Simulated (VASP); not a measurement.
Crystal: AlNi.

```
CELL_PARAMETERS angstrom
2.88100 0.00000 0.00000
0.00000 2.88100 0.00000
0.00000 0.00000 2.88100
ATOMIC_POSITIONS crystal
Ni 0.50000 0.50000 0.50000
Al 0.00000 0.00000 0.00000
```

| Item | Value |
| --- | --- |
| Program | VASP 6.6.1 |
| Task | relaxation of cell and atoms |
| Functional | PBEsol |
| Dispersion | D3(BJ) |
| Potentials or basis | VASP PAW PBE potentials, release 64 (Ni, Al) |
| Cutoff | 600 eV |
| k mesh | 9 × 9 × 9 |
| Occupations | fermi-dirac, width 0.05 eV |
| Spin | collinear spin, ferromagnetic start |
| Starting moments | [1.0, 0.0] μB |

At the start: pressure -8.7 GPa; volume 11.96 Å³/atom.

**Question.** Where does the relaxation end?

**Answer.** Over 3 steps the energy falls by 17.4 meV/atom and the volume is 11.35 Å³/atom (-5.1 %); space group Pm-3m (No. 221, to 0.05 Å); moment 0.00 μB per cell.

Step by step:
```tsv
step	energy change (eV)	largest force (eV/Å)	pressure (GPa)	volume (Å³)
1	0.0000	0.0000	-8.70	23.91
2	-0.0096	0.0000	8.76	21.74
3	-0.0349	0.0000	-0.04	22.70
```

Final structure:
```
CELL_PARAMETERS angstrom
2.83137 0.00000 0.00000
0.00000 2.83137 0.00000
0.00000 0.00000 2.83137
ATOMIC_POSITIONS crystal
Ni 0.50000 0.50000 0.50000
Al 0.00000 0.00000 0.00000
```

Caveat: the PAW data sets were made with another functional, which shifts forces and pressure a little; pairwise dispersion overbinds metals, which lowers pressure and volume.
